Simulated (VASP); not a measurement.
# AlN (P6_3/mmc) in VASP: a series of runs

The runs below take AlN through single point, with PBE.

Program: VASP 6.6.1. These are calculated values, not measurements. Logs are shortened: lines on timing, memory, paths and dates and some standing lists are left out, and cuts for length are marked.

## (1) The cell of the first run

It takes space group P6_3/mmc (No. 194, hexagonal). The conventional cell has a = 3.247 Å, b = 3.247 Å, c = 4.101 Å, α = 90.00°, β = 90.00°, γ = 120.00°. Within 2.5 Å of Al (site symmetry -6m2) lie 5 N at 1.87 to 2.05 Å. N (site symmetry -6m2) has 5 Al at 1.87 to 2.05 Å within 2.5 Å.

## (2) Single point, PBE (volume changed by -6%)

INCAR

```
  PREC = Accurate
  ENCUT = 520
  EDIFF = 1E-6
  ISMEAR = 0
  SIGMA = 0.01
  LREAL = False
  LASPH = True
  NELM = 80
  ALGO = Normal
  ISIF = 2
  LWAVE = False
  LCHARG = True
  GGA = PE
  LELF = True
  LVHAR = True
  NBANDS = 16
```

KPOINTS

```
Automatic mesh
0
Gamma
  9 9 6
```

POSCAR

```
AlN
1.0
    3.2468075315      0.0000000000      0.0000000000
   -1.6234037657      2.8118178035      0.0000000000
    0.0000000000      0.0000000000      4.1007697596
Al N
2 2
Direct
    0.3333333333      0.6666666667      0.2500000000
    0.6666666667      0.3333333333      0.7500000000
    0.6666666667      0.3333333333      0.2500000000
    0.3333333333      0.6666666667      0.7500000000
```

Potentials or basis: VASP PAW PBE potentials, release 64 (Al, N).

On the command line:

```
cat potpaw_PBE.64/Al/POTCAR potpaw_PBE.64/N/POTCAR > POTCAR
mpirun -np 1 vasp_std > vasp.out
```

OUTCAR:

```text
PREC = Accurate
   ENCUT = 520
   EDIFF = 1E-6
   ISMEAR = 0
   LREAL = False
   LASPH = True
   NELM = 80
   ISIF = 2
   GGA = PE

 ion  position               nearest neighbor table
   1  0.333  0.667  0.250-   3 1.87   3 1.87   3 1.87   4 2.05   4 2.05   2 2.78   2 2.78   2 2.78
                             2 2.78   2 2.78   2 2.78
   2  0.667  0.333  0.750-   4 1.87   4 1.87   4 1.87   3 2.05   3 2.05   1 2.78   1 2.78   1 2.78
                             1 2.78   1 2.78   1 2.78
   3  0.667  0.333  0.250-   1 1.87   1 1.87   1 1.87   2 2.05   2 2.05
   4  0.333  0.667  0.750-   2 1.87   2 1.87   2 1.87   1 2.05   1 2.05

  LATTYP: Found a hexagonal cell.
 ALAT       =     3.2468075315
 C/A-ratio  =     1.2630159687

  Lattice vectors:

 A1 = (   3.2468075315,   0.0000000000,   0.0000000000)
 A2 = (  -1.6234037657,   2.8118178035,   0.0000000000)
 A3 = (   0.0000000000,   0.0000000000,   4.1007697596)

Analysis of symmetry for initial positions (statically):
=====================================================================
 Subroutine PRICEL returns:
 Original cell was already a primitive cell.

 Routine SETGRP: Setting up the symmetry group for a
 hexagonal supercell.

 Subroutine GETGRP returns: Found 24 space group operations
 (whereof 12 operations were pure point group operations)
 out of a pool of 24 trial point group operations.

The static configuration has the point symmetry D_3d.
 The point group associated with its full space group is D_6h.

Analysis of symmetry for dynamics (positions and initial velocities):
=====================================================================
 Subroutine PRICEL returns:
 Original cell was already a primitive cell.

 Routine SETGRP: Setting up the symmetry group for a
 hexagonal supercell.

 Subroutine GETGRP returns: Found 24 space group operations
 (whereof 12 operations were pure point group operations)
 out of a pool of 24 trial point group operations.

The dynamic configuration has the point symmetry D_3d.
 The point group associated with its full space group is D_6h.

 Subroutine INISYM returns: Found 24 space group operations
 (whereof 12 operations are pure point group operations),
 and found     1 'primitive' translations

----------------------------------------------------------------------------------------

                                     Primitive cell

  volume of cell :      37.4377

  direct lattice vectors                    reciprocal lattice vectors
     3.246807532  0.000000000  0.000000000     0.307994850  0.177820910  0.000000000
    -1.623403766  2.811817803  0.000000000     0.000000000  0.355641820  0.000000000
     0.000000000  0.000000000  4.100769760     0.000000000  0.000000000  0.243856656

  length of vectors
     3.246807532  3.246807531  4.100769760     0.355641820  0.355641820  0.243856656

  position of ions in fractional coordinates (direct lattice)
     0.333333333  0.666666667  0.250000000
     0.666666667  0.333333333  0.750000000
     0.666666667  0.333333333  0.250000000
     0.333333333  0.666666667  0.750000000

  ion indices of the primitive-cell ions
   primitive index   ion index
                 1           1
                 2           2
                 3           3
                 4           4

----------------------------------------------------------------------------------------

 KPOINTS: Automatic mesh

Automatic generation of k-mesh.
 Grid dimensions read from file:
 generate k-points for:    9    9    6

 Generating k-lattice:

  Cartesian coordinates                     Fractional coordinates (reciprocal lattice)
     0.034221650  0.019757879  0.000000000     0.111111111 -0.000000000  0.000000000
     0.000000000  0.039515758  0.000000000     0.000000000  0.111111111  0.000000000
     0.000000000  0.000000000  0.040642776     0.000000000  0.000000000  0.166666667

  Length of vectors
     0.039515758  0.039515758  0.040642776

  Shift w.r.t. Gamma in fractional coordinates (k-lattice)
     0.000000000  0.000000000  0.000000000

 Subroutine IBZKPT returns following result:
 ===========================================

 Found     48 irreducible k-points:

 Following reciprocal coordinates:
            Coordinates               Weight
  0.000000  0.000000  0.000000      1.000000
  0.111111  0.000000  0.000000      6.000000
  0.222222  0.000000  0.000000      6.000000
  0.333333  0.000000  0.000000      6.000000
  0.444444  0.000000  0.000000      6.000000
  0.111111  0.111111  0.000000      6.000000
[... 16 lines left out ...]
  0.333333  0.222222  0.166667     24.000000
  0.333333  0.333333  0.166667      4.000000
 [... further k-points ...]
   k-points           NKPTS =     48   k-points in BZ     NKDIM =     48   number of bands    NBANDS=     16
   number of dos      NEDOS =    301   number of ions     NIONS =      4
   total plane-waves  NPLWV =  17280
   dimension x,y,z NGX =    24 NGY =   24 NGZ =   30
   dimension x,y,z NGXF=    48 NGYF=   48 NGZF=   60
   ions per type =               2   2
   NGX,Y,Z   is equivalent  to a cutoff of  12.29, 12.29, 12.16 a.u.
   NGXF,Y,Z  is equivalent  to a cutoff of  24.58, 24.58, 24.32 a.u.
 SYSTEM =  unknown system
   PREC   = accura    normal or accurate (medium, high low for compatibility)
   ISTART =      0    job   : 0-new  1-cont  2-samecut
   ICHARG =      2    charge: 1-file 2-atom 10-const
   ISPIN  =      1    spin polarized calculation?
   LNONCOLLINEAR =      F non collinear calculations
   LSORBIT =      F    spin-orbit coupling
   LASPH  =      T    aspherical Exc in radial PAW
   ENCUT  =  520.0 eV  38.22 Ry    6.18 a.u.   6.04  6.04  7.62*2*pi/ulx,y,z
   NELM   =     80;   NELMIN=  2; NELMDL= -5     # of ELM steps
   EDIFF  = 0.1E-05   stopping-criterion for ELM
   LREAL  =      F    real-space projection
   EDIFFG = 0.1E-04   stopping-criterion for IOM
   NSW    =      0    number of steps for IOM
   IBRION =     -1    ionic relax: 0-MD 1-quasi-New 2-CG
   NFREE  =      0    steps in history (QN), initial steepest desc. (CG)
   ISIF   =      2    stress and relaxation
   ISYM   =      2    0-nonsym 1-usesym 2-fastsym
   POTIM  = 0.5000    time-step for ionic-motion
   TEBEG  =    0.0;   TEEND  =   0.0 temperature during run
   PSTRESS=    0.0 pullay stress
   NELECT =      16.0000    total number of electrons
   NUPDOWN=      -1.0000    fix difference up-down
   EMIN   =  10.00;   EMAX   =-10.00  energy-range for DOS
   EFERMI =   0.00;   METHOD = LEGACY
   ISMEAR =     0;   SIGMA  =   0.01  broadening in eV -4-tet -1-fermi 0-gaus
   EFERMI_NEDOS =   21; number of points for ismear=-14 and -15
   IALGO  =     38    algorithm
   IMIX   =      4    mixing-type and parameters
     AMIX     =   0.40;   BMIX     =  1.00
     AMIX_MAG =   1.60;   BMIX_MAG =  1.00
  volume/ion in A,a.u.               =       9.36        63.16
  Fermi-wavevector in a.u.,A,eV,Ry     =   1.233138  2.330294 20.689428  1.520630
  Thomas-Fermi vector in A             =   2.367881
   LORBIT       =      0    0 simple, 1 ext, 2 COOP (PROOUT), +10 PAW based schemes
   GGA     = PE    functional components
   LHFCALC =     F    Hartree Fock is set to
   AEXX    =    0.0000 exact exchange contribution
   IVDW    =     0    specifies the selected vdW correction
   LEPSILON=     F    determine dielectric tensor
   LRPA    =     F    only Hartree local field effects (RPA)
 non-spin polarized calculation
 Gauss-broadening in eV      SIGMA  =   0.01
  energy-cutoff  :      520.00
  volume of cell :       37.44
 maximum number of plane-waves:      1032
   NGX = 13   NGY = 13   NGZ = 15

 number of electron      16.0000004 magnetization

 Free energy of the ion-electron system (eV)
  ---------------------------------------------------
  ext. energy  EPLUGINS =         0.00000000
  ---------------------------------------------------
  free energy    TOTEN  =       -29.21907379 eV

  energy without entropy =      -29.21907379  energy(sigma->0) =      -29.21907379

 E-fermi :   8.7616     XC(G=0): -11.4323

 val. band max:        8.6488799583   @ k =   0.0000   0.0000   0.0000
 cond. band min:      12.3765292396   @ k =   0.0000   0.0000   0.0000
 fundamental gap:      3.7276492813
 Fermi energy:         8.7616497240

 k-point     1 :       0.0000    0.0000    0.0000
  band No.  band energies     occupation
      1      -8.6191      2.00000
      2      -4.6872      2.00000
      3       1.4104      2.00000
      4       5.2012      2.00000
      5       5.2012      2.00000
      6       6.9258      2.00000
[... 8 lines left out ...]
     15      20.7984      0.00000
     16      20.7984      0.00000

 k-point     2 :       0.1111    0.0000    0.0000
  band No.  band energies     occupation
      1      -8.4695      2.00000
      2      -4.6831      2.00000
      3       1.5684      2.00000
      4       4.6888      2.00000
      5       4.9916      2.00000
      6       6.4448      2.00000
[... 8 lines left out ...]
     15      20.1923      0.00000
     16      20.7721      0.00000

 k-point     3 :       0.2222    0.0000    0.0000
  band No.  band energies     occupation
      1      -8.0398      2.00000
      2      -4.7207      2.00000
      3       2.0295      2.00000
      4       3.5747      2.00000
      5       4.5669      2.00000
      6       5.5466      2.00000
[... 8 lines left out ...]
     15      19.3063      0.00000
     16      21.5427      0.00000

 k-point     4 :       0.3333    0.0000    0.0000
  band No.  band energies     occupation
      1      -7.4001      2.00000
      2      -4.9198      2.00000
      3       2.5480      2.00000
      4       2.7400      2.00000
      5       4.1836      2.00000
      6       4.7532      2.00000
[... 8 lines left out ...]
     15      20.4550      0.00000
     16      22.1000      0.00000
[... 324 lines left out ...]
 k-point    22 :       0.2222    0.2222    0.1667
  band No.  band energies     occupation
      1      -6.9103      2.00000
      2      -5.1653      2.00000
      3       2.1303      2.00000
      4       2.4685      2.00000
      5       4.2566      2.00000
      6       4.7314      2.00000
[... 8 lines left out ...]
     15      21.0206      0.00000
     16      22.4551      0.00000

 k-point    23 :       0.3333    0.2222    0.1667
  band No.  band energies     occupation
      1      -6.3189      2.00000
      2      -5.4584      2.00000
      3       1.7960      2.00000
      4       2.6265      2.00000
      5       3.4395      2.00000
      6       5.2680      2.00000
[... 8 lines left out ...]
     15      20.8369      0.00000
     16      22.6381      0.00000

 k-point    24 :       0.3333    0.3333    0.1667
  band No.  band energies     occupation
      1      -5.8319      2.00000
      2      -5.8319      2.00000
      3       1.7665      2.00000
      4       2.8910      2.00000
      5       2.8910      2.00000
      6       5.4711      2.00000
[... 8 lines left out ...]
     15      20.2911      0.00000
     16      22.3628      0.00000

 [... further k-points ...]
[... 5 lines left out ...]
  --------------------------------------------------------------------------------------
  -------------------------------------------------------------------------------------
  Total        3.5168431      3.5168431      2.9192283      0.0000000      0.0000000      0.0000000
  in kB      150.5062249    150.5062249    124.9308038      0.0000000      0.0000000      0.0000000
  external PRESSURE =     141.9810846 kB  Pullay stress =       0.0000000 kB

 VOLUME and BASIS-vectors are now :
 -----------------------------------------------------------------------------
  energy-cutoff  :      520.00
  volume of cell :       37.44
      direct lattice vectors                 reciprocal lattice vectors
     3.246807532  0.000000000  0.000000000     0.307994850  0.177820910  0.000000000
    -1.623403766  2.811817803  0.000000000     0.000000000  0.355641820  0.000000000
     0.000000000  0.000000000  4.100769760     0.000000000  0.000000000  0.243856656

 POSITION                                       TOTAL-FORCE (eV/Angst)
 -----------------------------------------------------------------------------------
     -0.00000      1.87455      1.02519         0.000000     -0.000000      0.000000
      1.62340      0.93727      3.07558        -0.000000      0.000000      0.000000
      1.62340      0.93727      1.02519         0.000000     -0.000000      0.000000
     -0.00000      1.87455      3.07558        -0.000000     -0.000000      0.000000
 -----------------------------------------------------------------------------------
    total drift:                                0.000000     -0.000000      0.000000

  FREE ENERGIE OF THE ION-ELECTRON SYSTEM (eV)
  ---------------------------------------------------
  free  energy   TOTEN  =       -29.2190737859 eV

  energy  without entropy=      -29.2190737859  energy(sigma->0) =      -29.21907379
```

Wall time 52 s (1 thread of AMD EPYC 7R13, shared host); peak memory 0.12 GiB.

Results:

```
Free energy            : -29.2191 eV
Pressure               : 14.2 GPa
Band gap on the k mesh : 3.73 eV, direct
```

Levels at points of the mesh, in eV from the valence-band top:
```
           k point  band 4  band 5  band 6  band 7  band 8  band 9  band 10  band 11  band 12  band 13
(0.00, 0.00, 0.00)   -3.45   -3.45   -1.72   -1.72    0.00    3.73     4.91     8.57     8.57    11.75
(0.00, 0.00, 0.50)   -3.82   -2.63   -2.63   -2.63   -2.63    6.05     6.05     8.72     8.72     8.72
```

 A k mesh can miss the band edges.

(Continued in part 2 of 2.)
